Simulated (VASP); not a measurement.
Write the native input for VASP 6.6.1 that does the following.

| Property | Result |
| --- | --- |
| Task | single point |
| Functional | PBEsol |
| Potentials or basis | VASP PAW PBE potentials, release 64 (Co, Si) |
| Cutoff | 520 eV |
| k mesh | 14 × 14 × 14 |
| Occupations | gaussian, width 0.15 eV |
| Spin | no spin polarisation |
| Dipole correction | no |
| Further INCAR settings | ALGO = Normal; EDIFF = 1e-06; NBANDS = 16 |

The structure of CoSi2 lies in POSCAR:

```
CoSi2
1.0
    0.0000000000      2.5899443453      2.5899443453
    2.5899443453      0.0000000000      2.5899443453
    2.5899443453      2.5899443453      0.0000000000
Co Si
1 2
Direct
    0.0040186173     -0.0040186173     -0.0040186173
    0.2457836932      0.2542163068      0.2542163068
    0.7457836932      0.7542163068      0.7542163068
```

This cell differs from its parent crystal: atoms displaced along a vibrational mode, the cell strained.

The input as run:

INCAR

```
SYSTEM = CoSi2
  PREC = Accurate
  ENCUT = 520
  EDIFF = 1E-6
  ISMEAR = 0
  SIGMA = 0.15
  LREAL = .False.
  LASPH = .True.
  NELM = 80
  ALGO = Normal
  ISIF = 2
  LWAVE = .False.
  LCHARG = .False.
  GGA = PS
  NBANDS = 16
```

KPOINTS

```
Automatic mesh
0
Gamma
  14 14 14
  0 0 0
```

Potentials or basis: VASP PAW PBE potentials, release 64 (Co, Si).

Command:

```bash
$ cat potpaw_PBE.64/Co/POTCAR potpaw_PBE.64/Si/POTCAR > POTCAR
$ mpirun -np 1 vasp_std > vasp.out
```

Results of the run:

```
Pressure               : 17.8 GPa
Largest force          : 0.716 eV/Å
Band gap on the k mesh : zero (an odd number of electrons rules out a gap without spin polarisation)
```

Caveat: the cell differs from its parent crystal (atoms displaced along a vibrational mode, the cell strained); the cell stands under pressure; the PAW data sets were made with another functional, which shifts forces and pressure a little; the run has no spin polarisation, though such a crystal can be magnetic.

Run time: 2.7 min on 1 thread of Intel Xeon 8259CL, with other jobs on the host, peak memory 0.26 GiB.
